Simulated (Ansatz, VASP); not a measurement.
**One calculation of Ta16F, two programs**

```
Ta F
1.0
     6.62000    0.00000    0.00000
     0.00000    6.62000    0.00000
     0.00000    0.00000    6.62000
Ta F
16 1
Direct
  0.00810 0.00021 0.99860
  0.49156 0.00023 0.99855
  0.00593 0.50023 0.00057
  0.00831 0.00012 0.51541
  0.24982 0.24813 0.25690
  0.49370 0.50024 0.00058
  0.49141 0.00023 0.51539
  0.74981 0.30099 0.25732
  0.00647 0.50018 0.51340
  0.24985 0.75215 0.25685
  0.24985 0.24650 0.75685
  0.49318 0.50027 0.51336
  0.74986 0.70063 0.25731
  0.74985 0.24824 0.75667
  0.24984 0.75369 0.75680
  0.74983 0.75212 0.75667
  0.74972 0.00086 0.25371
```

Alike in both runs: functional PBE; k mesh 3 × 3 × 3; occupations gaussian, width 0.1 eV; no spin polarisation.

Ansatz relaxed the structure, and its values are those at the end. VASP's run is a single point on that final structure, the one shown.

|  | VASP | Ansatz |
| --- | --- | --- |
| version | VASP 6.6.1 | Ansatz 0.2.0 |
| potentials or method | VASP PAW PBE potentials, release 64 (Ta_pv, F), cutoff 520 eV | scalar-relativistic, plane waves, PAW |
| valence electrons in the cell | 183 | 215 |

|  | VASP | Ansatz | Ansatz less VASP |
| --- | --- | --- | --- |
| rms of the force components (eV/Å) | 0.016 | 0.009 | -0.0072 |

The functional is the same, so the differences come from potentials, cutoffs and numerics. VASP's potentials hold 183 valence electrons a cell and Ansatz's 215, so a difference there can come from the potentials and not from the codes.

Spin-orbit coupling is off throughout.
